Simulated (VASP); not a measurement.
# CaYbS2 (P4/mmm) in VASP: single point with PBE

Aim: the single point of CaYbS2 with PBE.

All numbers are computed with VASP 6.6.1; they aren't measurements. Logs are shortened: lines on timing, memory, paths and dates and some standing lists are left out, and cuts for length are marked.

**1. The cell of the first run**

It takes space group P4/mmm (No. 123, tetragonal). Conventional cell: a = 3.998 Å, b = 3.998 Å, c = 5.659 Å, α = 90.00°, β = 90.00°, γ = 90.00°. Within 3.7 Å of Ca (site symmetry 4/mmm) lie 6 S at 2.83 Å. Yb (site symmetry 4/mmm) has 6 S at 2.83 Å within 3.7 Å. S (site symmetry 4/mmm) has 4 Ca at 2.83 Å and 2 Yb at 2.83 Å within 3.7 Å. S (site symmetry 4/mmm) has 4 Yb at 2.83 Å and 2 Ca at 2.83 Å within 3.7 Å.

The cell was generated, and may not be a known phase.

**2. Single point, PBE**

INCAR reads:

```
SYSTEM = CaYbS2
PREC = Accurate
ENCUT = 520
EDIFF = 1E-6
ISMEAR = 0
SIGMA = 0.1
LREAL = .False.
LASPH = .True.
NELM = 100
ALGO = Normal
ISIF = 2
LWAVE = .False.
LCHARG = .False.
GGA = PE
NBANDS = 31
```

KPOINTS reads:

```
Automatic mesh
0
Gamma
  12 12 8
  0 0 0
```

POSCAR reads:

```
CaYbS2
1.0
    3.9979322677      0.0000000000      0.0000000000
    0.0000000000      3.9979322677      0.0000000000
    0.0000000000      0.0000000000      5.6589774362
Ca Yb S
1 1 2
Direct
    0.5000000000      0.5000000000      0.5000000000
    0.0000000000      0.0000000000      0.0000000000
    0.0000000000      0.0000000000      0.5000000000
    0.5000000000      0.5000000000      0.0000000000
```

Potentials or basis: VASP PAW PBE potentials, release 64 (Ca_sv, Yb, S).

The run is started by

```console
$ cat potpaw_PBE.64/Ca_sv/POTCAR potpaw_PBE.64/Yb/POTCAR potpaw_PBE.64/S/POTCAR > POTCAR
$ mpirun -np 1 vasp_std > vasp.out
```

OUTCAR:

```text
SYSTEM = CaYbS2
   PREC = Accurate
   ENCUT = 520
   EDIFF = 1E-6
   ISMEAR = 0
   LREAL = .False.
   LASPH = .True.
   NELM = 100
   ISIF = 2
   GGA = PE

 ion  position               nearest neighbor table
   1  0.500  0.500  0.500-   3 2.83   3 2.83   3 2.83   3 2.83   4 2.83   4 2.83
   2  0.000  0.000  0.000-   4 2.83   4 2.83   4 2.83   4 2.83   3 2.83   3 2.83
   3  0.000  0.000  0.500-   1 2.83   1 2.83   1 2.83   1 2.83   2 2.83   2 2.83
   4  0.500  0.500  0.000-   2 2.83   2 2.83   2 2.83   2 2.83   1 2.83   1 2.83

  LATTYP: Found a simple tetragonal cell.
 ALAT       =     3.9979322677
 C/A-ratio  =     1.4154760654

  Lattice vectors:

 A1 = (   3.9979322677,   0.0000000000,   0.0000000000)
 A2 = (   0.0000000000,   3.9979322677,   0.0000000000)
 A3 = (   0.0000000000,   0.0000000000,   5.6589774362)

Analysis of symmetry for initial positions (statically):
=====================================================================
 Subroutine PRICEL returns:
 Original cell was already a primitive cell.

 Routine SETGRP: Setting up the symmetry group for a
 simple tetragonal supercell.

 Subroutine GETGRP returns: Found 16 space group operations
 (whereof 16 operations were pure point group operations)
 out of a pool of 16 trial point group operations.

The static configuration has the point symmetry D_4h.

Analysis of symmetry for dynamics (positions and initial velocities):
=====================================================================
 Subroutine PRICEL returns:
 Original cell was already a primitive cell.

 Routine SETGRP: Setting up the symmetry group for a
 simple tetragonal supercell.

 Subroutine GETGRP returns: Found 16 space group operations
 (whereof 16 operations were pure point group operations)
 out of a pool of 16 trial point group operations.

The dynamic configuration has the point symmetry D_4h.

 Subroutine INISYM returns: Found 16 space group operations
 (whereof 16 operations are pure point group operations),
 and found     1 'primitive' translations

----------------------------------------------------------------------------------------

                                     Primitive cell

  volume of cell :      90.4501

  direct lattice vectors                    reciprocal lattice vectors
     3.997932268  0.000000000  0.000000000     0.250129300  0.000000000  0.000000000
     0.000000000  3.997932268  0.000000000     0.000000000  0.250129300  0.000000000
     0.000000000  0.000000000  5.658977436     0.000000000  0.000000000  0.176710371

  length of vectors
[... 82 lines left out ...]
   LSORBIT =      F    spin-orbit coupling
   LASPH  =      T    aspherical Exc in radial PAW
   ENCUT  =  520.0 eV  38.22 Ry    6.18 a.u.   7.43  7.43 10.52*2*pi/ulx,y,z
   NELM   =    100;   NELMIN=  2; NELMDL= -5     # of ELM steps
   EDIFF  = 0.1E-05   stopping-criterion for ELM
   LREAL  =      F    real-space projection
[... 7 lines left out ...]
   TEBEG  =    0.0;   TEEND  =   0.0 temperature during run
   PSTRESS=    0.0 pullay stress
   NELECT =      46.0000    total number of electrons
   NUPDOWN=      -1.0000    fix difference up-down
   EMIN   =  10.00;   EMAX   =-10.00  energy-range for DOS
   EFERMI =   0.00;   METHOD = LEGACY
   ISMEAR =     0;   SIGMA  =   0.10  broadening in eV -4-tet -1-fermi 0-gaus
   EFERMI_NEDOS =   21; number of points for ismear=-14 and -15
   IALGO  =     38    algorithm
   IMIX   =      4    mixing-type and parameters
     AMIX     =   0.40;   BMIX     =  1.00
     AMIX_MAG =   1.60;   BMIX_MAG =  1.00
  volume/ion in A,a.u.               =      22.61       152.60
  Fermi-wavevector in a.u.,A,eV,Ry     =   1.306746  2.469392 23.233104  1.707585
  Thomas-Fermi vector in A             =   2.437527
   LORBIT       =      0    0 simple, 1 ext, 2 COOP (PROOUT), +10 PAW based schemes
   GGA     = PE    functional components
   LHFCALC =     F    Hartree Fock is set to
   AEXX    =    0.0000 exact exchange contribution
   IVDW    =     0    specifies the selected vdW correction
   LEPSILON=     F    determine dielectric tensor
   LRPA    =     F    only Hartree local field effects (RPA)
 non-spin polarized calculation
 Gauss-broadening in eV      SIGMA  =   0.10
  energy-cutoff  :      520.00
  volume of cell :       90.45
 maximum number of plane-waves:      2486
 NGX is ok and might be reduce to    30
   NGX = 15   NGY = 15   NGZ = 21

 number of electron      46.0000019 magnetization

 Free energy of the ion-electron system (eV)
  ---------------------------------------------------
  ext. energy  EPLUGINS =         0.00000000
  ---------------------------------------------------
  free energy    TOTEN  =       -22.23543573 eV

  energy without entropy =      -22.22821621  energy(sigma->0) =      -22.23182597

 E-fermi :   4.8556     XC(G=0):  -9.8959

 val. band max:        4.8261363057   @ k =   0.5000   0.4167   0.0000
 cond. band min:       4.9096714758   @ k =   0.0833   0.0000   0.0000
 fundamental gap:      0.0835351701
 Fermi energy:         4.8555772534

 k-point     1 :       0.0000    0.0000    0.0000
  band No.  band energies     occupation
      1     -46.7655      2.00000
      2     -36.4858      2.00000
      3     -19.1840      2.00000
      4     -19.1443      2.00000
      5     -19.1443      2.00000
      6     -17.5503      2.00000
[... 805 lines left out ...]
     30       9.5809      0.00000
     31       9.7751      0.00000

 [... further k-points ...]

------------------------ aborting loop because EDIFF is reached ----------------------------------------

  FORCE on cell =-STRESS in cart. coord.  units (eV):
  Direction    XX          YY          ZZ          XY          YZ          ZX
  --------------------------------------------------------------------------------------
  -------------------------------------------------------------------------------------
  Total       -0.9235224     -0.9235224     -0.9688920      0.0000000     -0.0000000      0.0000000
  in kB      -16.3587155    -16.3587155    -17.1623647      0.0000000     -0.0000000      0.0000000
  external PRESSURE =     -16.6265986 kB  Pullay stress =       0.0000000 kB

 VOLUME and BASIS-vectors are now :
 -----------------------------------------------------------------------------
  energy-cutoff  :      520.00
  volume of cell :       90.45
      direct lattice vectors                 reciprocal lattice vectors
     3.997932268  0.000000000  0.000000000     0.250129300  0.000000000  0.000000000
     0.000000000  3.997932268  0.000000000     0.000000000  0.250129300  0.000000000
     0.000000000  0.000000000  5.658977436     0.000000000  0.000000000  0.176710371

 POSITION                                       TOTAL-FORCE (eV/Angst)
 -----------------------------------------------------------------------------------
      1.99897      1.99897      2.82949         0.000000      0.000000      0.000000
      0.00000      0.00000      0.00000         0.000000      0.000000      0.000000
      0.00000      0.00000      2.82949         0.000000      0.000000      0.000000
      1.99897      1.99897      0.00000         0.000000      0.000000      0.000000
 -----------------------------------------------------------------------------------
    total drift:                                0.000000      0.000000      0.000000

  FREE ENERGIE OF THE ION-ELECTRON SYSTEM (eV)
  ---------------------------------------------------
  free  energy   TOTEN  =       -22.2354357343 eV

  energy  without entropy=      -22.2282162126  energy(sigma->0) =      -22.23182597
```

OSZICAR:

```text
N       E                     dE             d eps       ncg     rms          rms(c)
DAV:   1     0.356299428522E+03    0.35630E+03   -0.18474E+04 13204   0.838E+03
[... 36 lines left out ...]
DAV:  38    -0.222358363405E+02    0.20979E-03   -0.25002E-04 16435   0.196E-01    0.277E-01
DAV:  39    -0.222355293526E+02    0.30699E-03   -0.55034E-04 15587   0.397E-01    0.288E-01
DAV:  40    -0.222354481579E+02    0.81195E-04   -0.29096E-04 16035   0.255E-01    0.289E-01
DAV:  41    -0.222354389767E+02    0.91812E-05   -0.71960E-05 16388   0.106E-01    0.258E-01
DAV:  42    -0.222354451652E+02   -0.61885E-05   -0.74961E-05 14162   0.147E-01    0.245E-01
DAV:  43    -0.222354361184E+02    0.90467E-05   -0.52261E-05 13222   0.122E-01    0.216E-01
DAV:  44    -0.222354357343E+02    0.38413E-06   -0.52556E-06 10330   0.241E-02
   1 F= -.22235436E+02 E0= -.22231826E+02  d E =-.721952E-02
```

Wall time 12 min (1 thread of AMD EPYC 9R45 (Zen 5), shared host); peak memory 0.51 GiB.

Results:

| Property | Result |
| --- | --- |
| Free energy | -22.2354 eV |
| Pressure | -1.7 GPa |
| Band gap on the k mesh | zero (bands 23 and 24 overlap by 0.11 eV) |

Stress tensor (GPa, compression positive):
```
-1.64  0.00  0.00
 0.00 -1.64  0.00
 0.00  0.00 -1.72
```

Caveat: spin-orbit coupling is left out, which moves the levels of the heavy elements. With open d or f shells a metallic result of PBE can be an artefact of self-interaction; +U or a hybrid may open a gap.

The gap in the log of VASP goes by the Fermi energy; the results here count the filled bands.